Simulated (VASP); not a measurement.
# Ta16C in VASP: single point with PBE

Aim: the single point of Ta16C with PBE.

All numbers are computed with VASP 6.6.1; they aren't measurements. Logs are shortened: lines on timing, memory, paths and dates and some standing lists are left out, and cuts for length are marked.

## Step 1: The cell of the first run

The cell holds a slab with vacuum, 17 atoms: a = 6.638 Å, b = 6.638 Å, c = 20.300 Å, α = 90.00°, β = 90.00°, γ = 90.00°.

## Step 2: Single point, PBE

The input, INCAR:

```
PREC = Accurate ; ENCUT = 520
EDIFF = 1E-7 ; ISMEAR = 0
SIGMA = 0.1 ; LREAL = Auto
LASPH = T ; NELM = 60
ALGO = Normal ; ISIF = 2
LWAVE = F ; LCHARG = F
LDIPOL = T ; IDIPOL = 3
DIPOL = 0.5 0.5 0.327 ; GGA = PE
NBANDS = 104
```

The input, KPOINTS:

```
Automatic mesh
0
Gamma
  4 4 1
```

The input, POSCAR:

```
Ta16C
1.0
    6.6379342676      0.0000000000      0.0000000000
    0.0000000000      6.6379342676      0.0000000000
    0.0000000000      0.0000000000     20.2996557945
Ta C
16 1
Direct
    0.2500000000      0.2500000000      0.1970476761
    0.2500000000      0.7500000000      0.1970476761
    0.7500000000      0.2500000000      0.1970476761
    0.7500000000      0.7500000000      0.1970476761
    0.0000000000      0.0000000000      0.2787970212
    0.0000000000      0.5000000000      0.2787970212
    0.5000000000      0.0000000000      0.2787970212
    0.5000000000      0.5000000000      0.2787970212
    0.2500000000      0.2500000000      0.3599139039
    0.2500000000      0.7500000000      0.3599139039
    0.7500000000      0.2500000000      0.3599139039
    0.7500000000      0.7500000000      0.3599139039
    0.0000000000      0.0000000000      0.4334879312
    0.0000000000      0.5000000000      0.4334879312
    0.5000000000      0.0000000000      0.4334879312
    0.5000000000      0.5000000000      0.4334879312
    0.0000000000      0.2500000000      0.4881627846
```

Potentials or basis: VASP PAW PBE potentials, release 64 (Ta_pv, C).

Run with:

```
$ cat potpaw_PBE.64/Ta_pv/POTCAR potpaw_PBE.64/C/POTCAR > POTCAR
$ mpirun -np 1 vasp_std > vasp.out
```

OUTCAR:

```text
PREC = Accurate
   ENCUT = 520
   EDIFF = 1E-7
   ISMEAR = 0
   LREAL = Auto
   LASPH = T
   NELM = 60
   ISIF = 2
   GGA = PE

 ion  position               nearest neighbor table
   1  0.250  0.250  0.197-   5 2.87   6 2.87   7 2.87   8 2.87   9 3.31   3 3.32   2 3.32   2 3.32
                             3 3.32
   2  0.250  0.750  0.197-   5 2.87   6 2.87   7 2.87   8 2.87  10 3.31   4 3.32   1 3.32   1 3.32
                             4 3.32
   3  0.750  0.250  0.197-   5 2.87   6 2.87   7 2.87   8 2.87  11 3.31   4 3.32   1 3.32   4 3.32
                             1 3.32
   4  0.750  0.750  0.197-   5 2.87   6 2.87   7 2.87   8 2.87  12 3.31   3 3.32   2 3.32   3 3.32
                             2 3.32
   5  0.000  0.000  0.279-   9 2.87  10 2.87  11 2.87  12 2.87   1 2.87   2 2.87   3 2.87   4 2.87
                            13 3.14   7 3.32   6 3.32   6 3.32   7 3.32
   6  0.000  0.500  0.279-   9 2.87  10 2.87  11 2.87  12 2.87   1 2.87   2 2.87   3 2.87   4 2.87
                            14 3.14   8 3.32   5 3.32   5 3.32   8 3.32
   7  0.500  0.000  0.279-   9 2.87  10 2.87  11 2.87  12 2.87   1 2.87   2 2.87   3 2.87   4 2.87
                            15 3.14   8 3.32   5 3.32   8 3.32   5 3.32
   8  0.500  0.500  0.279-   9 2.87  10 2.87  11 2.87  12 2.87   1 2.87   2 2.87   3 2.87   4 2.87
                            16 3.14   7 3.32   6 3.32   7 3.32   6 3.32
   9  0.250  0.250  0.360-  13 2.78  14 2.78  15 2.78  16 2.78   5 2.87   6 2.87   7 2.87   8 2.87
                             1 3.31  10 3.32  11 3.32  10 3.32  11 3.32
  10  0.250  0.750  0.360-  13 2.78  14 2.78  15 2.78  16 2.78   5 2.87   6 2.87   7 2.87   8 2.87
                             2 3.31   9 3.32  12 3.32   9 3.32  12 3.32
  11  0.750  0.250  0.360-  13 2.78  14 2.78  15 2.78  16 2.78   5 2.87   6 2.87   7 2.87   8 2.87
                             3 3.31   9 3.32  12 3.32  12 3.32   9 3.32
  12  0.750  0.750  0.360-  13 2.78  14 2.78  15 2.78  16 2.78   5 2.87   6 2.87   7 2.87   8 2.87
                             4 3.31  10 3.32  11 3.32  11 3.32  10 3.32
  13  0.000  0.000  0.433-  17 2.00  10 2.78  11 2.78  12 2.78   9 2.78   5 3.14  15 3.32  14 3.32
                            14 3.32  15 3.32
  14  0.000  0.500  0.433-  17 2.00  10 2.78  11 2.78  12 2.78   9 2.78   6 3.14  16 3.32  13 3.32
                            13 3.32  16 3.32
  15  0.500  0.000  0.433-   9 2.78  10 2.78  11 2.78  12 2.78   7 3.14  13 3.32  16 3.32  16 3.32
                            13 3.32
  16  0.500  0.500  0.433-   9 2.78  10 2.78  11 2.78  12 2.78   8 3.14  14 3.32  15 3.32  15 3.32
                            14 3.32
  17  0.000  0.250  0.488-  13 2.00  14 2.00

  LATTYP: Found a simple tetragonal cell.
 ALAT       =     6.6379342676
 C/A-ratio  =     3.0581284743

  Lattice vectors:

 A1 = (   6.6379342676,   0.0000000000,   0.0000000000)
 A2 = (   0.0000000000,   6.6379342676,   0.0000000000)
 A3 = (   0.0000000000,   0.0000000000,  20.2996557945)

Analysis of symmetry for initial positions (statically):
[... 164 lines left out ...]
  Thomas-Fermi vector in A             =   2.088547
   LORBIT       =      0    0 simple, 1 ext, 2 COOP (PROOUT), +10 PAW based schemes
   GGA     = PE    functional components
   LHFCALC =     F    Hartree Fock is set to
   AEXX    =    0.0000 exact exchange contribution
   IVDW    =     0    specifies the selected vdW correction
   LEPSILON=     F    determine dielectric tensor
   LRPA    =     F    only Hartree local field effects (RPA)
 non-spin polarized calculation
 Gauss-broadening in eV      SIGMA  =   0.10
  energy-cutoff  :      520.00
  volume of cell :      894.45
 maximum number of plane-waves:     24163
 NGX is ok and might be reduce to    50
   NGX = 25   NGY = 25   NGZ = 75

 dipolmoment           0.000000      0.000000     -2.272659 electrons x Angstroem

 number of electron     179.9999955 magnetization

 dipolmoment           0.000000      0.000000      0.079260 electrons x Angstroem

 Free energy of the ion-electron system (eV)
  ---------------------------------------------------
  ext. energy  EPLUGINS =         0.00000000
  ---------------------------------------------------
  free energy    TOTEN  =      -181.90479087 eV

  energy without entropy =     -181.81739431  energy(sigma->0) =     -181.86109259

 E-fermi :  -0.6533     XC(G=0):  -5.3072

 val. band max:       -0.6706059715   @ k =   0.0000   0.0000   0.0000
 cond. band min:      -0.6498899720   @ k =   0.5000   0.2500   0.0000
 fundamental gap:      0.0207159996
 Fermi energy:        -0.6532600460

 k-point     1 :       0.0000    0.0000    0.0000
  band No.  band energies     occupation
      1     -35.6788      2.00000
      2     -35.6693      2.00000
      3     -35.6689      2.00000
      4     -35.6673      2.00000
      5     -35.6597      2.00000
      6     -35.6514      2.00000
[... 934 lines left out ...]
    101      -0.1449      0.00000
    102       0.1300      0.00000
 [bands above 102 left out]

------------------------ aborting loop because EDIFF is reached ----------------------------------------

 vacuum level on the upper side and lower side of the slab       (xc-potential included)         0.066        -0.289

  FORCE on cell =-STRESS in cart. coord.  units (eV):
  Direction    XX          YY          ZZ          XY          YZ          ZX
  --------------------------------------------------------------------------------------
  -------------------------------------------------------------------------------------
  Total      -14.9604583    -13.2382039     -2.7379915      0.0000000      0.0000000      0.0000000
  in kB      -26.7979091    -23.7129224     -4.9044251      0.0000000      0.0000000      0.0000000
  external PRESSURE =     -18.4717522 kB  Pullay stress =       0.0000000 kB

 VOLUME and BASIS-vectors are now :
 -----------------------------------------------------------------------------
  energy-cutoff  :      520.00
  volume of cell :      894.45
      direct lattice vectors                 reciprocal lattice vectors
     6.637934268  0.000000000  0.000000000     0.150649277  0.000000000  0.000000000
     0.000000000  6.637934268  0.000000000     0.000000000  0.150649277  0.000000000
     0.000000000  0.000000000 20.299655795     0.000000000  0.000000000  0.049261919

 POSITION                                       TOTAL-FORCE (eV/Angst)
 -----------------------------------------------------------------------------------
      1.65948      1.65948      4.00000        -0.025973      0.000000      0.915627
      1.65948      4.97845      4.00000        -0.034471      0.000000      0.817766
      4.97845      1.65948      4.00000         0.025973      0.000000      0.915627
      4.97845      4.97845      4.00000         0.034471      0.000000      0.817766
      0.00000      0.00000      5.65948         0.000000      0.143439     -1.002089
      0.00000      3.31897      5.65948         0.000000     -0.143439     -1.002089
[... 9 lines left out ...]
      3.31897      3.31897      8.79966         0.000000      0.102310     -0.222424
      0.00000      1.65948      9.90954         0.000000      0.000000      0.054620
 -----------------------------------------------------------------------------------
    total drift:                                0.000000      0.000000     -0.001046

  FREE ENERGIE OF THE ION-ELECTRON SYSTEM (eV)
  ---------------------------------------------------
  free  energy   TOTEN  =      -181.9047908725 eV

  energy  without entropy=     -181.8173943132  energy(sigma->0) =     -181.86109259

 vacuum level on the upper side and lower side of the slab         3.591         3.233
```

stdout:

```text
POSCAR found type information on POSCAR TaC
 POSCAR found :  2 types and      17 ions
 scaLAPACK will be used
 LDA part: xc-table for (Slater+PW92), standard interpolation
 POSCAR, INCAR and KPOINTS ok, starting setup
 FFT: planning ... GRIDC
 FFT: planning ... GRID_SOFT
 FFT: planning ... GRID
 WAVECAR not read
 entering main loop
```

Run time: 48 min. Hardware: 1 thread of Intel Xeon Platinum 8259CL at 2.50GHz (Skylake/Cascade Lake), shared host; peak memory 1.1 GiB.

What came out:

* Free energy: -181.9048 eV
* Largest force: 1.110 eV/Å
* Band gap on the k mesh: zero (bands 90 and 91 overlap by 0.47 eV)

Forces in eV/Å, atoms in the order of the input:
```
Ta  -0.026  0.000  0.916
Ta  -0.034  0.000  0.818
Ta   0.026  0.000  0.916
Ta   0.034  0.000  0.818
Ta   0.000  0.143 -1.002
Ta   0.000 -0.143 -1.002
Ta   0.000  0.165 -0.843
Ta   0.000 -0.165 -0.843
Ta   0.327  0.000 -0.615
Ta   0.670  0.000 -0.161
Ta  -0.327  0.000 -0.615
Ta  -0.670  0.000 -0.161
Ta   0.000 -0.241  1.083
Ta   0.000  0.241  1.083
Ta   0.000 -0.102 -0.222
Ta   0.000  0.102 -0.222
C    0.000  0.000  0.055
```

Caveat: spin-orbit coupling is left out, which moves the levels of the heavy elements.
